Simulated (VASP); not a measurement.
# SrMg (Pm-3m) in VASP: a series of runs, part 2 of 2

VASP 6.6.1.

## (4) Single point, LDA (volume scaled by 1.02)

Input file INCAR:

```
SYSTEM = SrMg
PREC     = Accurate       ! precision mode
ENCUT    = 520            ! plane-wave cutoff, eV
EDIFF    = 1E-7           ! SCF threshold, eV
ISMEAR   = -1             ! smearing method
SIGMA    = 0.05           ! smearing width, eV
LREAL    = .False.        ! projectors in reciprocal space
LASPH    = .True.         ! aspherical terms in the spheres
NELM     = 60             ! most SCF steps
ALGO     = Normal         ! electronic algorithm
ISIF     = 2              ! what is computed and relaxed
LWAVE    = .False.        ! write WAVECAR
LCHARG   = .True.         ! write CHGCAR
LELF     = .True.         ! ELF
LVHAR    = .True.       
NBANDS   = 13             ! bands
```

Input file KPOINTS:

```
regular mesh
0
Gamma
  9 9 9
  0 0 0
```

Input file POSCAR:

```
SrMg
1.0
    3.9258285673      0.0000000000      0.0000000000
    0.0000000000      3.9258285673      0.0000000000
    0.0000000000      0.0000000000      3.9258285673
Sr Mg
1 1
Direct
    0.5000000000      0.5000000000      0.5000000000
    0.0000000000      0.0000000000      0.0000000000
```

Potentials or basis: VASP PAW LDA potentials, release 64 (Sr_sv, Mg).

Command:

```
$ cat potpaw_LDA.64/Sr_sv/POTCAR potpaw_LDA.64/Mg/POTCAR > POTCAR
$ mpirun -np 1 vasp_std > vasp.out
```

OUTCAR:

```text
SYSTEM = SrMg
   PREC = Accurate
   ENCUT = 520
   EDIFF = 1E-7
   ISMEAR = -1
   LREAL = .False.
   LASPH = .True.
   NELM = 60
   ISIF = 2

 ion  position               nearest neighbor table
   1  0.500  0.500  0.500-   2 3.40   2 3.40   2 3.40   2 3.40   2 3.40   2 3.40   2 3.40   2 3.40

   2  0.000  0.000  0.000-   1 3.40   1 3.40   1 3.40   1 3.40   1 3.40   1 3.40   1 3.40   1 3.40

  LATTYP: Found a simple cubic cell.
 ALAT       =     3.9258285673

  Lattice vectors:

 A1 = (   3.9258285673,   0.0000000000,   0.0000000000)
 A2 = (   0.0000000000,   3.9258285673,   0.0000000000)
 A3 = (   0.0000000000,   0.0000000000,   3.9258285673)

Analysis of symmetry for initial positions (statically):
=====================================================================
 Subroutine PRICEL returns:
 Original cell was already a primitive cell.

 Routine SETGRP: Setting up the symmetry group for a
 simple cubic supercell.

 Subroutine GETGRP returns: Found 48 space group operations
 (whereof 48 operations were pure point group operations)
 out of a pool of 48 trial point group operations.

The static configuration has the point symmetry O_h .

Analysis of symmetry for dynamics (positions and initial velocities):
=====================================================================
 Subroutine PRICEL returns:
 Original cell was already a primitive cell.

 Routine SETGRP: Setting up the symmetry group for a
 simple cubic supercell.

 Subroutine GETGRP returns: Found 48 space group operations
 (whereof 48 operations were pure point group operations)
 out of a pool of 48 trial point group operations.

The dynamic configuration has the point symmetry O_h .

 Subroutine INISYM returns: Found 48 space group operations
 (whereof 48 operations are pure point group operations),
 and found     1 'primitive' translations

----------------------------------------------------------------------------------------

                                     Primitive cell

  volume of cell :      60.5054

  direct lattice vectors                    reciprocal lattice vectors
     3.925828567  0.000000000  0.000000000     0.254723298  0.000000000  0.000000000
     0.000000000  3.925828567  0.000000000     0.000000000  0.254723298  0.000000000
     0.000000000  0.000000000  3.925828567     0.000000000  0.000000000  0.254723298

  length of vectors
     3.925828567  3.925828567  3.925828567     0.254723298  0.254723298  0.254723298

  position of ions in fractional coordinates (direct lattice)
     0.500000000  0.500000000  0.500000000
     0.000000000  0.000000000  0.000000000

  ion indices of the primitive-cell ions
   primitive index   ion index
                 1           1
                 2           2

----------------------------------------------------------------------------------------

 KPOINTS: regular mesh

Automatic generation of k-mesh.
 Grid dimensions read from file:
 generate k-points for:    9    9    9

 Generating k-lattice:

  Cartesian coordinates                     Fractional coordinates (reciprocal lattice)
     0.028302589  0.000000000  0.000000000     0.111111111  0.000000000  0.000000000
     0.000000000  0.028302589  0.000000000     0.000000000  0.111111111  0.000000000
     0.000000000  0.000000000  0.028302589     0.000000000  0.000000000  0.111111111

  Length of vectors
     0.028302589  0.028302589  0.028302589

  Shift w.r.t. Gamma in fractional coordinates (k-lattice)
     0.000000000  0.000000000  0.000000000

 Subroutine IBZKPT returns following result:
 ===========================================

 Found     35 irreducible k-points:

 Following reciprocal coordinates:
            Coordinates               Weight
  0.000000  0.000000  0.000000      1.000000
  0.111111  0.000000  0.000000      6.000000
  0.222222  0.000000  0.000000      6.000000
  0.333333  0.000000  0.000000      6.000000
  0.444444  0.000000  0.000000      6.000000
  0.111111  0.111111  0.000000     12.000000
[... 16 lines left out ...]
  0.333333  0.333333  0.111111     24.000000
  0.444444  0.333333  0.111111     48.000000
 [... further k-points ...]
   k-points           NKPTS =     35   k-points in BZ     NKDIM =     35   number of bands    NBANDS=     13
   number of dos      NEDOS =    301   number of ions     NIONS =      2
   total plane-waves  NPLWV =  27000
   dimension x,y,z NGX =    30 NGY =   30 NGZ =   30
   dimension x,y,z NGXF=    60 NGYF=   60 NGZF=   60
   ions per type =               1   1
   NGX,Y,Z   is equivalent  to a cutoff of  12.70, 12.70, 12.70 a.u.
   NGXF,Y,Z  is equivalent  to a cutoff of  25.41, 25.41, 25.41 a.u.
 SYSTEM =  SrMg
   PREC   = accura    normal or accurate (medium, high low for compatibility)
   ISTART =      0    job   : 0-new  1-cont  2-samecut
   ICHARG =      2    charge: 1-file 2-atom 10-const
   ISPIN  =      1    spin polarized calculation?
   LNONCOLLINEAR =      F non collinear calculations
   LSORBIT =      F    spin-orbit coupling
   LASPH  =      T    aspherical Exc in radial PAW
   ENCUT  =  520.0 eV  38.22 Ry    6.18 a.u.   7.30  7.30  7.30*2*pi/ulx,y,z
   NELM   =     60;   NELMIN=  2; NELMDL= -5     # of ELM steps
   EDIFF  = 0.1E-06   stopping-criterion for ELM
   LREAL  =      F    real-space projection
   EDIFFG = 0.1E-05   stopping-criterion for IOM
   NSW    =      0    number of steps for IOM
   IBRION =     -1    ionic relax: 0-MD 1-quasi-New 2-CG
   NFREE  =      0    steps in history (QN), initial steepest desc. (CG)
   ISIF   =      2    stress and relaxation
   ISYM   =      2    0-nonsym 1-usesym 2-fastsym
   POTIM  = 0.5000    time-step for ionic-motion
   TEBEG  =    0.0;   TEEND  =   0.0 temperature during run
   PSTRESS=    0.0 pullay stress
   NELECT =      12.0000    total number of electrons
   NUPDOWN=      -1.0000    fix difference up-down
   EMIN   =  10.00;   EMAX   =-10.00  energy-range for DOS
   EFERMI =   0.00;   METHOD = LEGACY
   ISMEAR =    -1;   SIGMA  =   0.05  broadening in eV -4-tet -1-fermi 0-gaus
   EFERMI_NEDOS =   21; number of points for ismear=-14 and -15
   IALGO  =     38    algorithm
   IMIX   =      4    mixing-type and parameters
     AMIX     =   0.40;   BMIX     =  1.00
     AMIX_MAG =   1.60;   BMIX_MAG =  1.00
  volume/ion in A,a.u.               =      30.25       204.16
  Fermi-wavevector in a.u.,A,eV,Ry     =   0.954708  1.804137 12.401268  0.911467
  Thomas-Fermi vector in A             =   2.083479
   LORBIT       =      0    0 simple, 1 ext, 2 COOP (PROOUT), +10 PAW based schemes
   GGA     = CA    functional components
   LHFCALC =     F    Hartree Fock is set to
   AEXX    =    0.0000 exact exchange contribution
   IVDW    =     0    specifies the selected vdW correction
   LEPSILON=     F    determine dielectric tensor
   LRPA    =     F    only Hartree local field effects (RPA)
 non-spin polarized calculation
  energy-cutoff  :      520.00
  volume of cell :       60.51
 maximum number of plane-waves:      1647
 NGX is ok and might be reduce to    30
   NGX = 15   NGY = 15   NGZ = 15

 number of electron      12.0000000 magnetization

 Free energy of the ion-electron system (eV)
  ---------------------------------------------------
  ext. energy  EPLUGINS =         0.00000000
  ---------------------------------------------------
  free energy    TOTEN  =        -3.87064992 eV

  energy without entropy =       -3.85845874  energy(sigma->0) =       -3.86455433

 E-fermi :   2.5299     XC(G=0):  -8.7858

 val. band max:        2.3703667208   @ k =   0.3333   0.3333   0.2222
 cond. band min:       2.5392712429   @ k =   0.2222   0.0000   0.0000
 fundamental gap:      0.1689045222
 Fermi energy:         2.5299132965

 k-point     1 :       0.0000    0.0000    0.0000
  band No.  band energies     occupation
      1     -32.9180      2.00000
      2     -14.9698      2.00000
      3     -14.9698      2.00000
      4     -14.9698      2.00000
      5      -2.6942      2.00000
      6       3.1508      0.00001
      7       3.1508      0.00001
      8       6.8905      0.00000
      9       6.8905      0.00000
     10       6.8905      0.00000
     11       7.5211      0.00000
     12       7.5211      0.00000
     13       7.5211      0.00000
[... 353 lines left out ...]
 k-point    24 :       0.4444    0.3333    0.1111
  band No.  band energies     occupation
      1     -32.8884      2.00000
      2     -15.2096      2.00000
      3     -15.1426      2.00000
      4     -14.9562      2.00000
      5       0.0649      2.00000
      6       1.6586      2.00000
      7       2.8743      0.00204
      8       4.1477      0.00000
      9       5.4345      0.00000
     10       5.8509      0.00000
     11       8.3948      0.00000
     12       8.8344      0.00000
     13       9.1433      0.00000

 [... further k-points ...]
[... 5 lines left out ...]
  --------------------------------------------------------------------------------------
  -------------------------------------------------------------------------------------
  Total        0.9841599      0.9841599      0.9841599      0.0000000      0.0000000      0.0000000
  in kB       26.0604703     26.0604703     26.0604703      0.0000000      0.0000000      0.0000000
  external PRESSURE =      26.0604703 kB  Pullay stress =       0.0000000 kB

 VOLUME and BASIS-vectors are now :
 -----------------------------------------------------------------------------
  energy-cutoff  :      520.00
  volume of cell :       60.51
      direct lattice vectors                 reciprocal lattice vectors
     3.925828567  0.000000000  0.000000000     0.254723298  0.000000000  0.000000000
     0.000000000  3.925828567  0.000000000     0.000000000  0.254723298  0.000000000
     0.000000000  0.000000000  3.925828567     0.000000000  0.000000000  0.254723298

 POSITION                                       TOTAL-FORCE (eV/Angst)
 -----------------------------------------------------------------------------------
      1.96291      1.96291      1.96291         0.000000      0.000000      0.000000
      0.00000      0.00000      0.00000         0.000000      0.000000      0.000000
 -----------------------------------------------------------------------------------
    total drift:                                0.000000      0.000000      0.000000

  FREE ENERGIE OF THE ION-ELECTRON SYSTEM (eV)
  ---------------------------------------------------
  free  energy   TOTEN  =        -3.8706499191 eV

  energy  without entropy=       -3.8584587371  energy(sigma->0) =       -3.86455433
```

Run time: 22 s. Hardware: 1 thread of AMD EPYC 7R13 (Zen 3), shared host; peak memory 0.13 GiB.

Results:

- Free energy: -3.8706 eV
- Pressure: 2.6 GPa
- Band gap on the k mesh: zero (band 6 reaches 3.16 eV, above the bottom of band 7 at 1.80 eV)

## (5) Single point, LDA (volume scaled by 1.06)

Input file INCAR:

```
SYSTEM = SrMg
PREC = Accurate ; ENCUT = 520
EDIFF = 1E-6 ; ISMEAR = -1
SIGMA = 0.05 ; LREAL = .False.
LASPH = .True. ; NELM = 60
ALGO = Normal ; ISIF = 2
LWAVE = .False. ; LCHARG = .False.
GGA = CA ; NBANDS = 13
```

KPOINTS is that of step 4.

Input file POSCAR:

```
SrMg
1.0
    3.9764900074      0.0000000000      0.0000000000
    0.0000000000      3.9764900074      0.0000000000
    0.0000000000      0.0000000000      3.9764900074
Sr Mg
1 1
Direct
    0.5000000000      0.5000000000      0.5000000000
    0.0000000000      0.0000000000      0.0000000000
```

Potentials or basis: VASP PAW LDA potentials, release 64 (Sr_sv, Mg).

Command:

```
$ cat potpaw_LDA.64/Sr_sv/POTCAR potpaw_LDA.64/Mg/POTCAR > POTCAR
$ mpirun -np 1 vasp_std > vasp.out
```

OUTCAR:

```text
SYSTEM = SrMg
   PREC = Accurate
   ENCUT = 520
   EDIFF = 1E-6
   ISMEAR = -1
   LREAL = .False.
   LASPH = .True.
   NELM = 60
   ISIF = 2
   GGA = CA

 ion  position               nearest neighbor table
   1  0.500  0.500  0.500-   2 3.44   2 3.44   2 3.44   2 3.44   2 3.44   2 3.44   2 3.44   2 3.44

   2  0.000  0.000  0.000-   1 3.44   1 3.44   1 3.44   1 3.44   1 3.44   1 3.44   1 3.44   1 3.44

  LATTYP: Found a simple cubic cell.
 ALAT       =     3.9764900074

  Lattice vectors:

 A1 = (   3.9764900074,   0.0000000000,   0.0000000000)
 A2 = (   0.0000000000,   3.9764900074,   0.0000000000)
 A3 = (   0.0000000000,   0.0000000000,   3.9764900074)

Analysis of symmetry for initial positions (statically):
=====================================================================
 Subroutine PRICEL returns:
 Original cell was already a primitive cell.

 Routine SETGRP: Setting up the symmetry group for a
 simple cubic supercell.

 Subroutine GETGRP returns: Found 48 space group operations
 (whereof 48 operations were pure point group operations)
 out of a pool of 48 trial point group operations.

The static configuration has the point symmetry O_h .

Analysis of symmetry for dynamics (positions and initial velocities):
=====================================================================
 Subroutine PRICEL returns:
 Original cell was already a primitive cell.

 Routine SETGRP: Setting up the symmetry group for a
 simple cubic supercell.

 Subroutine GETGRP returns: Found 48 space group operations
 (whereof 48 operations were pure point group operations)
 out of a pool of 48 trial point group operations.

The dynamic configuration has the point symmetry O_h .

 Subroutine INISYM returns: Found 48 space group operations
 (whereof 48 operations are pure point group operations),
 and found     1 'primitive' translations

[... 116 lines left out ...]
  Fermi-wavevector in a.u.,A,eV,Ry     =   0.942545  1.781151 12.087290  0.888391
  Thomas-Fermi vector in A             =   2.070165
   LORBIT       =      0    0 simple, 1 ext, 2 COOP (PROOUT), +10 PAW based schemes
   GGA     = CA    functional components
   LHFCALC =     F    Hartree Fock is set to
   AEXX    =    0.0000 exact exchange contribution
   IVDW    =     0    specifies the selected vdW correction
   LEPSILON=     F    determine dielectric tensor
   LRPA    =     F    only Hartree local field effects (RPA)
 non-spin polarized calculation
  energy-cutoff  :      520.00
  volume of cell :       62.88
 maximum number of plane-waves:      1743
 NGX is ok and might be reduce to    30
   NGX = 15   NGY = 15   NGZ = 15

 number of electron      12.0000000 magnetization

 Free energy of the ion-electron system (eV)
  ---------------------------------------------------
  ext. energy  EPLUGINS =         0.00000000
  ---------------------------------------------------
  free energy    TOTEN  =        -3.90033889 eV

  energy without entropy =       -3.88736247  energy(sigma->0) =       -3.89385068

 E-fermi :   2.3600     XC(G=0):  -8.6518

 val. band max:        2.2099886970   @ k =   0.3333   0.3333   0.2222
 cond. band min:       2.3681235788   @ k =   0.2222   0.0000   0.0000
 fundamental gap:      0.1581348818
 Fermi energy:         2.3599975325

 k-point     1 :       0.0000    0.0000    0.0000
  band No.  band energies     occupation
      1     -33.1670      2.00000
      2     -15.2208      2.00000
      3     -15.2208      2.00000
      4     -15.2208      2.00000
      5      -2.7821      2.00000
      6       3.0220      0.00000
      7       3.0220      0.00000
      8       6.5599      0.00000
      9       6.5599      0.00000
     10       6.5599      0.00000
     11       7.2244      0.00000
     12       7.2244      0.00000
     13       7.2244      0.00000
[... 354 lines left out ...]
  band No.  band energies     occupation
      1     -33.1421      2.00000
      2     -15.4317      2.00000
      3     -15.3729      2.00000
      4     -15.2092      2.00000
      5      -0.0829      2.00000
      6       1.4798      2.00000
      7       2.6855      0.00297
      8       3.9396      0.00000
      9       5.1921      0.00000
     10       5.6145      0.00000
     11       8.0168      0.00000
     12       8.4816      0.00000
     13       8.7461      0.00000

 [... further k-points ...]
[... 5 lines left out ...]
  --------------------------------------------------------------------------------------
  -------------------------------------------------------------------------------------
  Total        0.5578925      0.5578925      0.5578925      0.0000000      0.0000000      0.0000000
  in kB       14.2154763     14.2154763     14.2154763      0.0000000      0.0000000      0.0000000
  external PRESSURE =      14.2154763 kB  Pullay stress =       0.0000000 kB

 VOLUME and BASIS-vectors are now :
 -----------------------------------------------------------------------------
  energy-cutoff  :      520.00
  volume of cell :       62.88
      direct lattice vectors                 reciprocal lattice vectors
     3.976490007  0.000000000  0.000000000     0.251478062  0.000000000  0.000000000
     0.000000000  3.976490007  0.000000000     0.000000000  0.251478062  0.000000000
     0.000000000  0.000000000  3.976490007     0.000000000  0.000000000  0.251478062

 POSITION                                       TOTAL-FORCE (eV/Angst)
 -----------------------------------------------------------------------------------
      1.98825      1.98825      1.98825         0.000000      0.000000      0.000000
      0.00000      0.00000      0.00000         0.000000      0.000000      0.000000
 -----------------------------------------------------------------------------------
    total drift:                                0.000000      0.000000      0.000000

  FREE ENERGIE OF THE ION-ELECTRON SYSTEM (eV)
  ---------------------------------------------------
  free  energy   TOTEN  =        -3.9003388914 eV

  energy  without entropy=       -3.8873624677  energy(sigma->0) =       -3.89385068
```

OSZICAR:

```text
N       E                     dE             d eps       ncg     rms          rms(c)
DAV:   1     0.454866773064E+02    0.45487E+02   -0.55291E+03   910   0.766E+02
DAV:   2    -0.925439073830E+00   -0.46412E+02   -0.44979E+02  1150   0.165E+02
DAV:   3    -0.379069565442E+01   -0.28653E+01   -0.28437E+01  1490   0.311E+01
DAV:   4    -0.392865950813E+01   -0.13796E+00   -0.13788E+00  1163   0.470E+00
DAV:   5    -0.393129082643E+01   -0.26313E-02   -0.26313E-02  1308   0.608E-01    0.170E+01
DAV:   6    -0.391051226371E+01    0.20779E-01   -0.17322E-02  1078   0.110E+00    0.951E+00
DAV:   7    -0.390072547863E+01    0.97868E-02   -0.24109E-02  1100   0.131E+00    0.414E-01
DAV:   8    -0.390031811344E+01    0.40737E-03   -0.22436E-03  1459   0.268E-01    0.906E-02
DAV:   9    -0.390033416819E+01   -0.16055E-04   -0.27915E-05  1155   0.372E-02    0.387E-02
DAV:  10    -0.390033894363E+01   -0.47754E-05   -0.10820E-05  1422   0.216E-02    0.333E-02
DAV:  11    -0.390033889143E+01    0.52200E-07   -0.67598E-07   745   0.571E-03
   1 F= -.39003389E+01 E0= -.38938507E+01  d E =-.129764E-01
```

stdout:

```text
POSCAR found type information on POSCAR SrMg
 POSCAR found :  2 types and       2 ions
 scaLAPACK will be used
 LDA part: xc-table for (Slater(with rela. corr.)+CA(PZ))
 , standard interpolation
 POSCAR, INCAR and KPOINTS ok, starting setup
 FFT: planning ... GRIDC
 FFT: planning ... GRID_SOFT
 FFT: planning ... GRID
 WAVECAR not read
 entering main loop
```

Run time: 18 s. Hardware: 1 thread of AMD EPYC 7R13 (Zen 3), shared host; peak memory 0.13 GiB.

What came out:

```
Free energy            : -3.9003 eV
Pressure               : 1.4 GPa
Band gap on the k mesh : zero (band 6 reaches 3.02 eV, above the bottom of band 7 at 1.68 eV)
```

## (6) Overview

| cell | gap on the mesh (eV) | pressure (GPa) |
| --- | --- | --- |
| a = 3.847 Å, 2 atoms | none | 4.8 |
| a = 3.887 Å, 2 atoms | none | 3.6 |
| a = 3.926 Å, 2 atoms | none | 2.6 |
| a = 3.976 Å, 2 atoms | none | 1.4 |

Alike in all rows: task single point; level LDA; potentials or basis VASP PAW LDA potentials, release 64 (Sr_sv, Mg); no spin polarisation; k mesh 9 × 9 × 9; cutoff (eV) 520; smearing fermi-dirac 0.05 eV.

Total energies depend on the potentials used, so only differences within one code and one set of settings carry meaning.
